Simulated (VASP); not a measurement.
Input of a VASP 6.6.1 run:

INCAR

```
SYSTEM = B4Pd
PREC     = Accurate       ! precision mode
ENCUT    = 520            ! plane-wave cutoff, eV
EDIFF    = 1E-6           ! SCF threshold, eV
ISMEAR   = 0              ! smearing method
SIGMA    = 0.1            ! smearing width, eV
LREAL    = .False.        ! projectors in reciprocal space
LASPH    = .True.         ! aspherical terms in the spheres
NELM     = 100            ! most SCF steps
ALGO     = Normal         ! electronic algorithm
ISIF     = 2              ! what is computed and relaxed
LWAVE    = .False.        ! write WAVECAR
LCHARG   = .True.         ! write CHGCAR
GGA      = PE             ! functional
LELF     = .True.         ! ELF
LVHAR    = .True.       
NBANDS   = 19             ! bands
```

KPOINTS

```
Automatic mesh
0
Gamma
  6 6 6
  0 0 0
```

The input POSCAR:

```
B4Pd
1.0
   -2.3662902770      2.3662902770      2.3662902770
    2.3662902770     -2.3662902770      2.3662902770
    2.3662902770      2.3662902770     -2.3662902770
B Pd
4 1
Direct
    0.0000000000      0.0000000000      0.5000000000
    0.0000000000      0.5000000000      0.0000000000
    0.5000000000      0.0000000000      0.0000000000
    0.5000000000      0.5000000000      0.5000000000
    0.0000000000      0.0000000000      0.0000000000
```

Potentials or basis: VASP PAW PBE potentials, release 64 (B, Pd).

The run is started by

```sh
$ cat potpaw_PBE.64/B/POTCAR potpaw_PBE.64/Pd/POTCAR > POTCAR
$ mpirun -np 1 vasp_std > vasp.out
```

(1) Predict the band gap on the k mesh.

(2) What does it give for the pressure?

Results:

(1) zero (band 11 reaches 8.15 eV, above the bottom of band 12 at 4.40 eV).

(2) 0.4 GPa.
